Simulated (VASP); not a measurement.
Lu: single point with PBE

The system is Lu.

```xyz
1
Lattice="-1.9670 1.9670 1.9670 1.9670 -1.9670 1.9670 1.9670 1.9670 -1.9670" Properties=species:S:1:pos:R:3 pbc="T T T"
Lu    0.0000    0.0000    0.0000
```

This isn't the form of Lu at room conditions, which is hcp.

```json
{
 "Program": "VASP 6.6.1",
 "Task": "single point",
 "Functional": "PBE",
 "Potentials or basis": "VASP PAW PBE potentials, release 64 (Lu)",
 "Cutoff": "520 eV",
 "k mesh": "10 × 10 × 10",
 "Occupations": "fermi-dirac, width 0.05 eV",
 "Spin": "no spin polarisation",
 "Dipole correction": "no",
 "Further INCAR settings": "ALGO = Normal; EDIFF = 1e-06; NBANDS = 18"
}
```

| Quantity | Value |
| --- | --- |
| Pressure | -0.9 GPa |
| Band gap on the k mesh | zero (an odd number of electrons rules out a gap without spin polarisation) |

Levels at points of the mesh, in eV from the Fermi level:
| k point | band 9 | band 10 | band 11 | band 12 | band 13 | band 14 | band 15 | band 16 |
| --- | --- | --- | --- | --- | --- | --- | --- | --- |
| (0.00, 0.00, 0.00) | -5.15 | -5.15 | -5.15 | -5.14 | 2.08 | 2.08 | 2.08 | 4.22 |
| (0.50, 0.00, 0.00) | -5.16 | -5.16 | -5.15 | -2.46 | 0.37 | 0.41 | 3.97 | 4.92 |
| (0.50, 0.50, 0.50) | -5.15 | -5.15 | -5.15 | -1.40 | -1.40 | 5.45 | 5.45 | 5.45 |

Wall time 50 s on 1 thread of Intel Xeon 8259CL (shared host), peak memory 0.18 GiB.

Caveat: spin-orbit coupling is left out, which moves the levels of the heavy elements.
